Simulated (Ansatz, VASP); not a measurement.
## CoO: VASP beside Ansatz

INCAR

```
SYSTEM = CoO
  PREC = Accurate
  ENCUT = 520
  EDIFF = 1E-6
  ISMEAR = 1
  SIGMA = 0.15
  LREAL = .FALSE.
  LASPH = .TRUE.
  NELM = 150
  ALGO = Normal
  ISIF = 2
  LWAVE = .FALSE.
  LCHARG = .TRUE.
  ISPIN = 2
  MAGMOM = 1.8 1.8 0 0
  LORBIT = 11
  LMAXMIX = 4
  LDAU = .TRUE.
  LDAUTYPE = 2
  LDAUL = 2 -1
  LDAUU = 6 0
  LDAUJ = 0 0
  LDAUPRINT = 1
  GGA = PS
  LELF = .TRUE.
  LVHAR = .TRUE.
  NBANDS = 27
```

Contents of KPOINTS:

```
Automatic mesh
0
G
  9 9 9
  0 0 0
```

The input POSCAR:

```
CoO
1.0
    1.6022198400      0.9250420600      5.1329417800
   -1.6022198400      0.9250420600      5.1329417800
    0.0000000000     -1.8500841100      5.1329417800
Co O
2 2
Direct
    0.9994877300      0.9994877300      0.9994877300
    0.4994905900      0.4994905900      0.4994905900
    0.3754955300      0.3754955300      0.3754955300
    0.8755255000      0.8755255000      0.8755255000
```

Input for Ansatz:

```yaml
crystal:
  lattice:
    - [1.60221984, 0.92504206, 5.13294178]
    - [-1.60221984, 0.92504206, 5.13294178]
    - [0.0, -1.85008411, 5.13294178]
  atoms:
    - { symbol: Co, position: [0.99948773, 0.99948773, 0.99948773] }
    - { symbol: Co, position: [0.49949059, 0.49949059, 0.49949059] }
    - { symbol: O, position: [0.37549553, 0.37549553, 0.37549553] }
    - { symbol: O, position: [0.8755255, 0.8755255, 0.8755255] }
kpoints:
  mp_grid:
    grid: [9, 9, 9]
hamiltonian:
  xc: pbesol
  pseudopotentials:
    kind: paw
  hubbard:
    - { species: Co, l: d, u_eff: 6.0 }
magnetization:
  spin_polarized: true
  per_species:
    Co: 1.8
scf:
  occupations:
    method: cold
    width: 0.15
output:
  forces: true
checkpoint:
  write: coo.run
```

Alike in both runs: task single point; functional PBEsol; k mesh 9 × 9 × 9; collinear spin; Hubbard terms Co d U = 6.0 eV.

```csv
,VASP,Ansatz
version,VASP 6.6.1,Ansatz 0.2.0
potentials or method,"VASP PAW PBE potentials, release 64 (Co, O)","plane waves, PAW"
plane-wave cutoff (eV),520,420
occupations,"methfessel-paxton of order 1, width 0.15 eV","cold, width 0.15 eV"
valence electrons in the cell,30,46
```

VASP gave:

| Quantity | Value |
| --- | --- |
| rms of the force components (eV/Å) | 0.242 |
| net moment per atom (μB) | 1.50 |
| size of the moment on the site where the two differ most (μB) | 2.80 |

Which values does Ansatz return?

rms of the force components (eV/Å): 0.133; net moment per atom (μB): 0.00; size of the moment on the site where the two differ most (μB): 2.42.

The net moments are unlike, so the other rows may belong to different states. VASP's potentials were made for PBE, not for PBEsol. Site moments also hang on the region over which each program counts them. The programs project onto different local orbitals, so the same U acts differently, and such runs can settle in different states. Atom by atom the forces differ by 0.109 eV/Å (rms over components). VASP's potentials hold 30 valence electrons a cell and Ansatz's 46, so a difference there can come from the potentials and not from the codes. Ansatz's warnings: seeded moment not kept, stability check not made.
